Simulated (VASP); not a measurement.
# Ta (Fm-3m) in VASP: a series of runs, part 2 of 2

VASP 6.6.1. The steps go on from the part before.

## 3. Relaxation of cell and atoms, PBE, target pressure 480 GPa, at which the enthalpy is minimised

INCAR reads:

```
PREC = Accurate
ENCUT = 600
EDIFF = 1E-6
ISMEAR = -1
SIGMA = 0.08
LREAL = False
LASPH = True
NELM = 100
ALGO = Normal
ISIF = 3
LWAVE = False
LCHARG = False
GGA = PE
IBRION = 2
NSW = 32
EDIFFG = -0.005
PSTRESS = 4800.0
```

KPOINTS reads:

```
regular mesh
0
Gamma
  20 20 20
```

POSCAR reads:

```
Ta
1.0
    0.0000000000      1.6667350458      1.6667350458
    1.6667350458      0.0000000000      1.6667350458
    1.6667350458      1.6667350458      0.0000000000
Ta
1
Direct
    0.0000000000      0.0000000000      0.0000000000
```

Potentials or basis: VASP PAW PBE potentials, release 64 (Ta_pv).

Run with:

```sh
$ cat potpaw_PBE.64/Ta_pv/POTCAR > POTCAR
$ mpirun -np 1 vasp_std > vasp.out
```

OUTCAR:

```text
PREC = Accurate
   ENCUT = 600
   EDIFF = 1E-6
   ISMEAR = -1
   LREAL = False
   LASPH = True
   NELM = 100
   ISIF = 3
   GGA = PE
   IBRION = 2
   NSW = 32
   EDIFFG = -0.005
   PSTRESS = 4800.0

 ion  position               nearest neighbor table
   1  0.000  0.000  0.000-

  LATTYP: Found a face centered cubic cell.
 ALAT       =     3.3334700916

  Lattice vectors:

 A1 = (   0.0000000000,   1.6667350458,   1.6667350458)
 A2 = (   1.6667350458,   0.0000000000,   1.6667350458)
 A3 = (   1.6667350458,   1.6667350458,   0.0000000000)

Analysis of symmetry for initial positions (statically):
=====================================================================
 Subroutine PRICEL returns:
 Original cell was already a primitive cell.

 Routine SETGRP: Setting up the symmetry group for a
 face centered cubic supercell.

 Subroutine GETGRP returns: Found 48 space group operations
 (whereof 48 operations were pure point group operations)
 out of a pool of 48 trial point group operations.

The static configuration has the point symmetry O_h .

Analysis of symmetry for dynamics (positions and initial velocities):
=====================================================================
[... 164 lines left out ...]
  Total       28.5401815     28.5401815     28.5401815      0.0000000      0.0000000      0.0000000
  in kB     4937.8468384   4937.8468384   4937.8468384      0.0000000      0.0000000      0.0000000
  external PRESSURE =     137.8468384 kB  Pullay stress =    4800.0000000 kB
[... 98 lines left out ...]
--------------------------------------- Ionic step        4  -------------------------------------------

 number of electron      11.0000001 magnetization

 Free energy of the ion-electron system (eV)
  ---------------------------------------------------
  ext. energy  EPLUGINS =         0.00000000
  ---------------------------------------------------
  free energy    TOTEN  =        -3.43348882 eV

  energy without entropy =       -3.41661342  energy(sigma->0) =       -3.42505112

 E-fermi :  13.1497     XC(G=0): -16.3842

 val. band max:       13.1419048197   @ k =   0.2500   0.1000   0.0500
 cond. band min:      13.1640678298   @ k =  -0.2500   0.1000   0.0000
 fundamental gap:      0.0221630101
 Fermi energy:        13.1497085939

 k-point     1 :       0.0000    0.0000    0.0000
  band No.  band energies     occupation
      1     -18.0098      2.00000
      2     -18.0098      2.00000
      3     -18.0098      2.00000
      4       3.5090      2.00000
      5      12.0307      2.00000
      6      12.0307      2.00000
      7      12.0307      2.00000
      8      19.2624      0.00000
      9      19.2624      0.00000
[... 265 lines left out ...]
 k-point    24 :      -0.3500    0.0500    0.0000
  band No.  band energies     occupation
      1     -24.4530      2.00000
      2     -19.0517      2.00000
      3     -18.7414      2.00000
      4       5.2385      2.00000
      5      11.7179      2.00000
      6      11.9600      2.00000
      7      16.5929      0.00000
      8      21.3707      0.00000
      9      23.8096      0.00000

 [... further k-points ...]

------------------------ aborting loop because EDIFF is reached ----------------------------------------

  FORCE on cell =-STRESS in cart. coord.  units (eV):
  Direction    XX          YY          ZZ          XY          YZ          ZX
  --------------------------------------------------------------------------------------
  -------------------------------------------------------------------------------------
  Total       27.9771863     27.9771863     27.9771863     -0.0000000      0.0000000      0.0000000
  in kB     4799.4660793   4799.4660793   4799.4660793     -0.0000000      0.0000000      0.0000000
  external PRESSURE =      -0.5339207 kB  Pullay stress =    4800.0000000 kB
[... 20 lines left out ...]
  energy  without entropy=       -3.4166134222  energy(sigma->0) =       -3.42505112

  enthalpy is  TOTEN    =        24.5468097913 eV   P V=       27.9802986150

 reached required accuracy - stopping structural energy minimisation
```

OSZICAR:

```text
N       E                     dE             d eps       ncg     rms          rms(c)
DAV:   1     0.596806245493E+02    0.59681E+02   -0.74725E+03  4640   0.146E+03
DAV:   2    -0.306212974786E+01   -0.62743E+02   -0.61276E+02  5473   0.298E+02
[... 26 lines left out ...]
DAV:   7    -0.345102713091E+01   -0.15570E-06   -0.56403E-08  2749   0.278E-03
   3 F= 0.24546830E+02 E0= 0.24555278E+02  d E =-.334158E-02
       N       E                     dE             d eps       ncg     rms          rms(c)
DAV:   1    -0.343350633015E+01    0.17521E-01   -0.76684E-04  4692   0.439E-01    0.766E-02
DAV:   2    -0.343349200806E+01    0.14322E-04   -0.15954E-05  4761   0.588E-02    0.323E-02
DAV:   3    -0.343348839265E+01    0.36154E-05   -0.11955E-05  5013   0.494E-02    0.571E-03
DAV:   4    -0.343348882365E+01   -0.43100E-06   -0.17531E-07  2478   0.484E-03
   4 F= 0.24546810E+02 E0= 0.24555247E+02  d E =-.336166E-02
```

Wall time 29 s (1 thread of Intel Xeon 6975P-C (Granite Rapids), shared host); peak memory 0.16 GiB.

Results:

```
Free energy                                            : -3.4335 eV
Relaxed volume                                         : 9.34 Å³/atom
Relaxed cell                                           : a = 2.364 Å, b = 2.364 Å, c = 2.364 Å, α = 60.00°, β = 60.00°, γ = 60.00°
Space group after relaxing (to 0.05 Å)                 : Fm-3m (No. 225)
Energy change on relaxing (the enthalpy is what falls) : -240.2 meV/atom
Ionic steps                                            : 4
Pressure after relaxing                                : 479.9 GPa
```

Step by step:
```csv
step,energy change (eV),largest force (eV/Å),pressure (GPa),volume (Å³)
1,0.0000,0.0000,493.78,9.26
2,-2.8325,0.0000,335.53,10.37
3,-0.2578,0.0000,478.99,9.35
4,-0.2402,0.0000,479.95,9.34
```

Final structure:
```cif
data_structure
_symmetry_space_group_name_H-M 'P 1'
_symmetry_Int_Tables_number 1
_cell_length_a 2.3638
_cell_length_b 2.3638
_cell_length_c 2.3638
_cell_angle_alpha 60.000
_cell_angle_beta 60.000
_cell_angle_gamma 60.000
_cell_volume 9.34
loop_
_atom_site_label
_atom_site_type_symbol
_atom_site_fract_x
_atom_site_fract_y
_atom_site_fract_z
_atom_site_occupancy
Ta1 Ta 0.00000 0.00000 0.00000 1
```

Caveat: the cell is relaxed towards a set pressure, so the enthalpy falls and the energy may rise; spin-orbit coupling is left out, which moves the levels of the heavy elements.

## 4. Relaxation of cell and atoms, PBE

This run uses another cell than the first one, of 18.32 Å³/atom, 1.980 times its volume.

INCAR, as its differences from that of step 3:

```diff
@@ -7,3 +7,3 @@
 LASPH = True
-NELM = 100
+NELM = 60
 ALGO = Normal
@@ -14,4 +14,3 @@
 IBRION = 2
-NSW = 32
+NSW = 60
 EDIFFG = -0.005
-PSTRESS = 4800.0
```

KPOINTS reads:

```
Automatic mesh
0
Gamma
  16 16 16
```

POSCAR reads:

```
Ta
1.0
    0.0000000000      2.0923759827      2.0923759827
    2.0923759827      0.0000000000      2.0923759827
    2.0923759827      2.0923759827      0.0000000000
Ta
1
Direct
    0.0000000000      0.0000000000      0.0000000000
```

Run with:

```sh
$ cat potpaw_PBE.64/Ta_pv/POTCAR > POTCAR
$ mpirun -np 1 vasp_std > vasp.out
```

Run time: 18 s. Hardware: 1 thread of Intel Xeon 6975P-C (Granite Rapids), shared host; peak memory 0.17 GiB.

Results (log left out):

- Free energy: -11.5875 eV
- Relaxed volume: 18.85 Å³/atom
- Relaxed cell: a = 2.987 Å, b = 2.987 Å, c = 2.987 Å, α = 60.00°, β = 60.00°, γ = 60.00°
- Space group after relaxing (to 0.05 Å): Fm-3m (No. 225)
- Energy gained by relaxing: 9.3 meV/atom
- Ionic steps: 4
- Pressure after relaxing: 0.0 GPa

The path:
```
step  energy change (eV)  largest force (eV/Å)  pressure (GPa)  volume (Å³)
   1              0.0000                0.0000            5.77        18.32
   2              0.0375                0.0000          -11.14        20.13
   3             -0.0093                0.0000           -0.12        18.86
   4             -0.0093                0.0000           -0.01        18.85
```

Final structure:
```
Ta
1.0
     0.00000    2.11231    2.11231
     2.11231    0.00000    2.11231
     2.11231    2.11231    0.00000
Ta
1
Direct
  0.00000 0.00000 0.00000
```

Levels at points of the mesh, in eV from the Fermi level:
```csv
k point,band 3,band 4,band 5,band 6,band 7,band 8
"(0.00, 0.00, 0.00)",-33.64,-8.11,0.45,0.45,0.45,3.43
"(0.50, 0.00, 0.00)",-33.78,-4.60,0.23,0.23,0.67,5.75
"(0.50, 0.50, 0.00)",-34.00,-4.37,-3.32,2.87,5.74,6.43
```

Caveat: spin-orbit coupling is left out, which moves the levels of the heavy elements.

## 5. Single point, PBE (volume scaled by 0.491, to set the pressure)

INCAR reads:

```
PREC = Accurate
ENCUT = 520
EDIFF = 1E-6
ISMEAR = -1
SIGMA = 0.08
LREAL = False
LASPH = True
NELM = 80
ALGO = Normal
ISIF = 2
LWAVE = False
LCHARG = False
GGA = PE
NBANDS = 12
```

KPOINTS reads:

```
regular mesh
0
Gamma
  20 20 20
```

POSCAR reads:

```
Ta
1.0
    0.0000000000      1.6663266757      1.6663266757
    1.6663266757      0.0000000000      1.6663266757
    1.6663266757      1.6663266757      0.0000000000
Ta
1
Direct
    0.0000000000      0.0000000000      0.0000000000
```

Run with:

```sh
$ cat potpaw_PBE.64/Ta_pv/POTCAR > POTCAR
$ mpirun -np 1 vasp_std > vasp.out
```

It took 26 s on 1 thread of Intel Xeon 8259CL, shared host; peak memory 0.14 GiB.

Results (log left out):

| Property | Result |
| --- | --- |
| Free energy | -3.1722 eV |
| Pressure | 495.0 GPa |

Levels at points of the mesh, in eV from the Fermi level:
| k point | band 2 | band 3 | band 4 | band 5 | band 6 | band 7 | band 8 | band 9 |
| --- | --- | --- | --- | --- | --- | --- | --- | --- |
| (0.00, 0.00, 0.00) | -31.12 | -31.12 | -9.61 | -1.16 | -1.16 | -1.16 | 6.15 | 6.15 |
| (0.50, 0.00, 0.00) | -32.07 | -32.07 | -8.77 | -1.90 | -1.90 | 6.33 | 12.16 | 12.16 |
| (0.50, 0.50, 0.00) | -33.87 | -33.87 | -10.86 | -9.48 | 12.02 | 12.32 | 14.18 | 14.18 |

Caveat: the cell differs from its parent crystal (volume scaled by 0.491, to set the pressure); spin-orbit coupling is left out, which moves the levels of the heavy elements.

## 6. Overview

| task | cell | k mesh | cutoff (eV) | gap on the mesh (eV) | pressure (GPa) |
| --- | --- | --- | --- | --- | --- |
| relaxation of cell and atoms | relaxed to 480 GPa from a = 2.357 Å, angles 60.0°, 1 atom | 20 × 20 × 20 | 600 | none | 479.9 |
| relaxation of cell and atoms | relaxed from a = 2.959 Å, angles 60.0°, 1 atom | 16 × 16 × 16 | 600 | none | 0.0 |
| single point | a = 2.357 Å, angles 60.0°, 1 atom | 20 × 20 × 20 | 520 | none | 495.0 |

Alike in all rows: level PBE; potentials or basis VASP PAW PBE potentials, release 64 (Ta_pv); no spin polarisation; smearing fermi-dirac 0.08 eV.

Caveats: spin-orbit coupling is left out, which moves the levels of the heavy elements; the cell is relaxed towards a set pressure, so the enthalpy falls and the energy may rise (some runs).

Absolute energies hang on the potentials; compare differences alone.
